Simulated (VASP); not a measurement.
Here is a VASP 6.6.1 calculation.

Contents of INCAR:

```
SYSTEM = CsCu4
PREC = Accurate ; ENCUT = 600
EDIFF = 1E-6 ; ISMEAR = 0
SIGMA = 0.1 ; LREAL = .False.
LASPH = .True. ; NELM = 80
ALGO = Fast ; ISIF = 3
LWAVE = .False. ; LCHARG = .False.
GGA = PE ; IBRION = 2
NSW = 90 ; EDIFFG = -0.04
```

The input KPOINTS:

```
regular mesh
0
Gamma
  4 4 4
  0 0 0
```

The input POSCAR:

```
CsCu4
1.0
    4.5171416600      0.0000000000      0.0000000000
    0.0000000000      4.5171416600      0.0000000000
    0.0000000000      0.0000000000      4.5171416600
Cs Cu
1 4
Direct
    0.5000000000      0.5000000000      0.5000000000
    0.0000000000      0.5000000000      0.5000000000
    0.5000000000      0.5000000000      0.0000000000
    0.5000000000      0.0000000000      0.5000000000
    0.0000000000      0.0000000000      0.0000000000
```

Potentials or basis: VASP PAW PBE potentials, release 64 (Cs_sv, Cu).

Run with:

```bash
$ cat potpaw_PBE.64/Cs_sv/POTCAR potpaw_PBE.64/Cu/POTCAR > POTCAR
$ mpirun -np 1 vasp_std > vasp.out
```

(1) What does it give for the space group after relaxing (to 0.1 Å)?

(2) Predict the relaxed cell.

(3) What does it give for the band gap on the k mesh?

Results:

(1) Pm-3m (No. 221).

(2) a = 5.452 Å, b = 5.452 Å, c = 5.452 Å, α = 90.00°, β = 90.00°, γ = 90.00°.

(3) zero (an odd number of electrons rules out a gap without spin polarisation).

Caveat: spin-orbit coupling is left out, which moves the levels of the heavy elements.
